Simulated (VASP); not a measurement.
# Ir (Fm-3m) in VASP: single point with PBEsol

Aim: the single point of Ir with PBEsol.

Program: VASP 6.6.1. These are calculated values, not measurements. Logs are shortened: lines on timing, memory, paths and dates and some standing lists are left out, and cuts for length are marked.

**1. The cell of the first run**

Symmetry: Fm-3m, No. 225, cubic system. The conventional cell has a = 3.830 Å, b = 3.830 Å, c = 3.830 Å, α = 90.00°, β = 90.00°, γ = 90.00°. Ir (site symmetry m-3m) has 12 Ir at 2.71 Å within 3.6 Å.

**2. Single point, PBEsol**

INCAR

```
ALGO = Normal
EDIFF = 1E-6
ENCUT = 560
GGA = PS
GGA_COMPAT = F
ISIF = 2
ISMEAR = 0
LASPH = T
LCHARG = T
LELF = T
LREAL = F
LVHAR = T
LWAVE = F
NBANDS = 14
NELM = 120
PREC = Accurate
SIGMA = 0.05
```

KPOINTS

```
k-points
0
Gamma
  21 21 21
```

POSCAR

```
Ir
1.0
    0.0000000000      1.9150664799      1.9150664799
    1.9150664799      0.0000000000      1.9150664799
    1.9150664799      1.9150664799      0.0000000000
Ir
1
Direct
    0.0000000000      0.0000000000      0.0000000000
```

Potentials or basis: VASP PAW PBE potentials, release 64 (Ir_sv_GW).

The run is started by

```sh
$ cat potpaw_PBE.64/Ir_sv_GW/POTCAR > POTCAR
$ mpirun -np 1 vasp_std > vasp.out
```

OUTCAR:

```text
EDIFF = 1E-6
   ENCUT = 560
   GGA = PS
   ISIF = 2
   ISMEAR = 0
   LASPH = T
   LREAL = F
   NELM = 120
   PREC = Accurate

 ion  position               nearest neighbor table
   1  0.000  0.000  0.000-

  LATTYP: Found a face centered cubic cell.
 ALAT       =     3.8301329598

  Lattice vectors:

 A1 = (   0.0000000000,   1.9150664799,   1.9150664799)
 A2 = (   1.9150664799,   0.0000000000,   1.9150664799)
 A3 = (   1.9150664799,   1.9150664799,   0.0000000000)

Analysis of symmetry for initial positions (statically):
=====================================================================
 Subroutine PRICEL returns:
 Original cell was already a primitive cell.

 Routine SETGRP: Setting up the symmetry group for a
 face centered cubic supercell.

 Subroutine GETGRP returns: Found 48 space group operations
 (whereof 48 operations were pure point group operations)
 out of a pool of 48 trial point group operations.

The static configuration has the point symmetry O_h .

Analysis of symmetry for dynamics (positions and initial velocities):
=====================================================================
 Subroutine PRICEL returns:
 Original cell was already a primitive cell.

 Routine SETGRP: Setting up the symmetry group for a
 face centered cubic supercell.

 Subroutine GETGRP returns: Found 48 space group operations
 (whereof 48 operations were pure point group operations)
 out of a pool of 48 trial point group operations.

The dynamic configuration has the point symmetry O_h .

 Subroutine INISYM returns: Found 48 space group operations
 (whereof 48 operations are pure point group operations),
 and found     1 'primitive' translations

----------------------------------------------------------------------------------------

                                     Primitive cell

  volume of cell :      14.0469

  direct lattice vectors                    reciprocal lattice vectors
     0.000000000  1.915066480  1.915066480    -0.261087542  0.261087542  0.261087542
     1.915066480  0.000000000  1.915066480     0.261087542 -0.261087542  0.261087542
     1.915066480  1.915066480  0.000000000     0.261087542  0.261087542 -0.261087542

  length of vectors
     2.708312989  2.708312989  2.708312989     0.452216888  0.452216888  0.452216888

  position of ions in fractional coordinates (direct lattice)
     0.000000000  0.000000000  0.000000000

  ion indices of the primitive-cell ions
   primitive index   ion index
                 1           1

----------------------------------------------------------------------------------------

 KPOINTS: k-points

Automatic generation of k-mesh.
 Grid dimensions read from file:
 generate k-points for:   21   21   21

 Generating k-lattice:

  Cartesian coordinates                     Fractional coordinates (reciprocal lattice)
    -0.012432740  0.012432740  0.012432740     0.047619048  0.000000000  0.000000000
     0.012432740 -0.012432740  0.012432740     0.000000000  0.047619048  0.000000000
     0.012432740  0.012432740 -0.012432740     0.000000000  0.000000000  0.047619048

  Length of vectors
     0.021534138  0.021534138  0.021534138

  Shift w.r.t. Gamma in fractional coordinates (k-lattice)
     0.000000000  0.000000000  0.000000000

 Subroutine IBZKPT returns following result:
 ===========================================

 Found    286 irreducible k-points:

 Following reciprocal coordinates:
            Coordinates               Weight
  0.000000  0.000000  0.000000      1.000000
  0.047619  0.000000  0.000000      8.000000
  0.095238  0.000000  0.000000      8.000000
  0.142857  0.000000  0.000000      8.000000
  0.190476  0.000000  0.000000      8.000000
  0.238095  0.000000  0.000000      8.000000
[... 16 lines left out ...]
 -0.428571  0.047619  0.000000     24.000000
 -0.380952  0.047619  0.000000     24.000000
 [... further k-points ...]
   k-points           NKPTS =    286   k-points in BZ     NKDIM =    286   number of bands    NBANDS=     14
   number of dos      NEDOS =    301   number of ions     NIONS =      1
   total plane-waves  NPLWV =  13824
   dimension x,y,z NGX =    24 NGY =   24 NGZ =   24
   dimension x,y,z NGXF=    48 NGYF=   48 NGZF=   48
   ions per type =               1
   NGX,Y,Z   is equivalent  to a cutoff of  14.73, 14.73, 14.73 a.u.
   NGXF,Y,Z  is equivalent  to a cutoff of  29.46, 29.46, 29.46 a.u.
 SYSTEM =  unknown system
   PREC   = accura    normal or accurate (medium, high low for compatibility)
   ISTART =      0    job   : 0-new  1-cont  2-samecut
   ICHARG =      2    charge: 1-file 2-atom 10-const
   ISPIN  =      1    spin polarized calculation?
   LNONCOLLINEAR =      F non collinear calculations
   LSORBIT =      F    spin-orbit coupling
   LASPH  =      T    aspherical Exc in radial PAW
   ENCUT  =  560.0 eV  41.16 Ry    6.42 a.u.   5.23  5.23  5.23*2*pi/ulx,y,z
   NELM   =    120;   NELMIN=  2; NELMDL= -5     # of ELM steps
   EDIFF  = 0.1E-05   stopping-criterion for ELM
   LREAL  =      F    real-space projection
   EDIFFG = 0.1E-04   stopping-criterion for IOM
   NSW    =      0    number of steps for IOM
   IBRION =     -1    ionic relax: 0-MD 1-quasi-New 2-CG
   NFREE  =      0    steps in history (QN), initial steepest desc. (CG)
   ISIF   =      2    stress and relaxation
   ISYM   =      2    0-nonsym 1-usesym 2-fastsym
   POTIM  = 0.5000    time-step for ionic-motion
   TEBEG  =    0.0;   TEEND  =   0.0 temperature during run
   PSTRESS=    0.0 pullay stress
   NELECT =      17.0000    total number of electrons
   NUPDOWN=      -1.0000    fix difference up-down
   EMIN   =  10.00;   EMAX   =-10.00  energy-range for DOS
   EFERMI =   0.00;   METHOD = LEGACY
   ISMEAR =     0;   SIGMA  =   0.05  broadening in eV -4-tet -1-fermi 0-gaus
   EFERMI_NEDOS =   21; number of points for ismear=-14 and -15
   IALGO  =     38    algorithm
   IMIX   =      4    mixing-type and parameters
     AMIX     =   0.40;   BMIX     =  1.00
     AMIX_MAG =   1.60;   BMIX_MAG =  1.00
  volume/ion in A,a.u.               =      14.05        94.79
  Fermi-wavevector in a.u.,A,eV,Ry     =   1.744606  3.296827 41.411359  3.043649
  Thomas-Fermi vector in A             =   2.816453
   LORBIT       =      0    0 simple, 1 ext, 2 COOP (PROOUT), +10 PAW based schemes
   GGA     = PS    functional components
   LHFCALC =     F    Hartree Fock is set to
   AEXX    =    0.0000 exact exchange contribution
   IVDW    =     0    specifies the selected vdW correction
   LEPSILON=     F    determine dielectric tensor
   LRPA    =     F    only Hartree local field effects (RPA)
 non-spin polarized calculation
 Gauss-broadening in eV      SIGMA  =   0.05
  energy-cutoff  :      560.00
  volume of cell :       14.05
 maximum number of plane-waves:       444
 NGX is ok and might be reduce to    24
   NGX = 11   NGY = 11   NGZ = 11

 number of electron      17.0000000 magnetization

 Free energy of the ion-electron system (eV)
  ---------------------------------------------------
  ext. energy  EPLUGINS =         0.00000000
  ---------------------------------------------------
  free energy    TOTEN  =       -10.39934463 eV

  energy without entropy =      -10.39798664  energy(sigma->0) =      -10.39866564

 E-fermi :  12.8982     XC(G=0): -14.7514

 val. band max:       12.8924835449   @ k =  -0.4286   0.4286   0.0476
 cond. band min:      12.8985392171   @ k =  -0.4762   0.3333   0.1429
 fundamental gap:      0.0060556722
 Fermi energy:        12.8982076035

 k-point     1 :       0.0000    0.0000    0.0000
  band No.  band energies     occupation
      1     -80.1684      2.00000
      2     -36.5440      2.00000
      3     -36.5440      2.00000
      4     -36.5440      2.00000
      5       1.6248      2.00000
      6       8.9380      2.00000
      7       8.9380      2.00000
      8       8.9380      2.00000
      9      11.6807      2.00000
     10      11.6807      2.00000
     11      26.4407      0.00000
     12      31.9841      0.00000
     13      31.9841      0.00000
     14      31.9841      0.00000

 k-point     2 :       0.0476    0.0000    0.0000
  band No.  band energies     occupation
      1     -80.1669      2.00000
      2     -36.5626      2.00000
      3     -36.5465      2.00000
      4     -36.5465      2.00000
      5       1.7275      2.00000
      6       8.8814      2.00000
      7       8.9827      2.00000
      8       8.9827      2.00000
      9      11.6503      2.00000
     10      11.6503      2.00000
     11      26.6215      0.00000
     12      31.4918      0.00000
     13      32.1571      0.00000
     14      32.1571      0.00000

 k-point     3 :       0.0952    0.0000    0.0000
  band No.  band energies     occupation
      1     -80.1631      2.00000
      2     -36.6177      2.00000
      3     -36.5542      2.00000
      4     -36.5542      2.00000
      5       2.0280      2.00000
      6       8.7298      2.00000
      7       9.1048      2.00000
      8       9.1048      2.00000
      9      11.5765      2.00000
     10      11.5765      2.00000
     11      27.1317      0.00000
     12      30.4117      0.00000
     13      32.6657      0.00000
     14      32.6657      0.00000

 k-point     4 :       0.1429    0.0000    0.0000
  band No.  band energies     occupation
      1     -80.1560      2.00000
      2     -36.7015      2.00000
      3     -36.5657      2.00000
      4     -36.5657      2.00000
      5       2.5004      2.00000
      6       8.5350      2.00000
      7       9.2637      2.00000
      8       9.2637      2.00000
      9      11.5139      2.00000
     10      11.5139      2.00000
     11      27.8459      0.00000
     12      29.2137      0.00000
     13      33.4807      0.00000
     14      33.4807      0.00000

 k-point     5 :       0.1905    0.0000    0.0000
  band No.  band energies     occupation
      1     -80.1475      2.00000
      2     -36.8080      2.00000
      3     -36.5807      2.00000
      4     -36.5807      2.00000
      5       3.0925      2.00000
      6       8.3781      2.00000
      7       9.3863      2.00000
      8       9.3863      2.00000
      9      11.5507      2.00000
     10      11.5507      2.00000
     11      27.7743      0.00000
[... 276 lines left out ...]
 k-point    22 :      -0.4762    0.0476    0.0000
  band No.  band energies     occupation
      1     -80.1004      2.00000
      2     -37.3455      2.00000
      3     -36.6715      2.00000
      4     -36.6607      2.00000
      5       4.7555      2.00000
      6       8.7550      2.00000
      7       8.9072      2.00000
      8      11.6264      2.00000
      9      13.7601      0.00000
     10      14.3039      0.00000
     11      20.1610      0.00000
     12      26.2815      0.00000
     13      31.8046      0.00000
     14      32.0206      0.00000

 k-point    23 :      -0.4286    0.0476    0.0000
  band No.  band energies     occupation
      1     -80.1026      2.00000
      2     -37.3234      2.00000
      3     -36.6713      2.00000
      4     -36.6545      2.00000
      5       4.7618      2.00000
      6       8.8081      2.00000
      7       8.9372      2.00000
      8      11.2169      2.00000
      9      13.4937      0.00000
     10      14.1529      0.00000
     11      20.8197      0.00000
     12      26.4610      0.00000
     13      31.9143      0.00000
     14      32.6010      0.00000

 k-point    24 :      -0.3810    0.0476    0.0000
  band No.  band energies     occupation
      1     -80.1074      2.00000
      2     -37.2688      2.00000
      3     -36.6658      2.00000
      4     -36.6434      2.00000
      5       4.7561      2.00000
      6       8.9177      2.00000
      7       9.0260      2.00000
      8      10.3704      2.00000
      9      13.0523      0.00001
     10      13.7738      0.00000
     11      22.1178      0.00000
     12      26.9229      0.00000
     13      32.5008      0.00000
     14      33.6549      0.00000

 [... further k-points ...]

------------------------ aborting loop because EDIFF is reached ----------------------------------------

  FORCE on cell =-STRESS in cart. coord.  units (eV):
  Direction    XX          YY          ZZ          XY          YZ          ZX
  --------------------------------------------------------------------------------------
  -------------------------------------------------------------------------------------
  Total       -0.1629581     -0.1629581     -0.1629581      0.0000000      0.0000000      0.0000000
  in kB      -18.5868094    -18.5868094    -18.5868094      0.0000000      0.0000000      0.0000000
  external PRESSURE =     -18.5868094 kB  Pullay stress =       0.0000000 kB

 VOLUME and BASIS-vectors are now :
 -----------------------------------------------------------------------------
  energy-cutoff  :      560.00
  volume of cell :       14.05
      direct lattice vectors                 reciprocal lattice vectors
     0.000000000  1.915066480  1.915066480    -0.261087542  0.261087542  0.261087542
     1.915066480  0.000000000  1.915066480     0.261087542 -0.261087542  0.261087542
     1.915066480  1.915066480  0.000000000     0.261087542  0.261087542 -0.261087542

 POSITION                                       TOTAL-FORCE (eV/Angst)
 -----------------------------------------------------------------------------------
      0.00000      0.00000      0.00000        -0.000000     -0.000000     -0.000000
 -----------------------------------------------------------------------------------
    total drift:                                0.000000     -0.000000     -0.000000

  FREE ENERGIE OF THE ION-ELECTRON SYSTEM (eV)
  ---------------------------------------------------
  free  energy   TOTEN  =       -10.3993446281 eV

  energy  without entropy=      -10.3979866434  energy(sigma->0) =      -10.39866564
```

Wall time 21 s (1 thread of Intel Xeon 6975P-C (Granite Rapids), shared host); peak memory 0.19 GiB.

What came out:

```yaml
Free_energy: -10.3993 eV
Pressure: -1.9 GPa
Band_gap_on_the_k_mesh: zero (an odd number of electrons rules out a gap without spin polarisation)
```

Levels at points of the mesh, in eV from the Fermi level:
| k point | band 6 | band 7 | band 8 | band 9 | band 10 | band 11 |
| --- | --- | --- | --- | --- | --- | --- |
| (0.00, 0.00, 0.00) | -3.96 | -3.96 | -3.96 | -1.22 | -1.22 | 13.54 |

Caveat: the PAW data sets were made with another functional, which shifts forces and pressure a little; spin-orbit coupling is left out, which moves the levels of the heavy elements.
